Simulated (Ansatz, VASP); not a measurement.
# P in VASP and in Ansatz

The input INCAR:

```
  PREC = Accurate
  ENCUT = 520
  EDIFF = 1E-7
  ISMEAR = 0
  SIGMA = 0.15
  LREAL = F
  LASPH = T
  NELM = 60
  ALGO = Normal
  ISIF = 2
  LWAVE = F
  LCHARG = T
  GGA = PS
  LELF = T
  LVHAR = T
  NBANDS = 12
```

KPOINTS

```
regular mesh
0
Gamma
  24 24 12
```

POSCAR

```
P
1.0
    2.4347371633      0.0000000000      0.0048253137
    0.0000000000      2.4346254889      0.0000000000
   -0.0099022070      0.0000000000      4.4095117485
P
2
Direct
    0.0000000000      0.0000000000      0.2500000000
    1.0000000000      0.0000000000      0.7500000000
```

Input for Ansatz:

```yaml
crystal:
  lattice:
    - [2.4347371633, 0.0, 0.0048253137]
    - [0.0, 2.4346254889, 0.0]
    - [-0.009902207, 0.0, 4.4095117485]
  atoms:
    - { symbol: P, position: [0.0, 0.0, 0.25] }
    - { symbol: P, position: [1.0, 0.0, 0.75] }
basis:
  ecutwfc: 420
kpoints:
  mp_grid: { grid: [24, 24, 12] }
hamiltonian:
  xc: pbesol
scf:
  occupations: { method: gaussian, width: 0.15 }
output:
  forces: true
  stress: true
  eigenvalues: true
```

Change from the starting cell: strain +0.000 along x and y, -0.080 along z, atoms carried along.

Alike in both runs: task single point; functional PBEsol; k mesh 24 × 24 × 12; occupations gaussian, width 0.15 eV; no spin polarisation.

|  | VASP | Ansatz |
| --- | --- | --- |
| version | VASP 6.6.1 | Ansatz 0.2.0 |
| potentials or method | VASP PAW PBE potentials, release 64 (P), cutoff 520 eV | scalar-relativistic, plane waves, PAW |
| valence electrons in the cell | 10 | 10 |

```tsv
	VASP	Ansatz	Ansatz less VASP
gap on the k mesh at the Fermi level (eV)	none	none	-
pressure (GPa)	15.6	15.6	-0.09
traceless stress, the component that is largest in VASP (GPa)	26.61	26.62	+0.012
```

VASP's potentials were made for PBE, not for PBEsol. A gap of «none» marks a metal or a gap that the smearing closes.
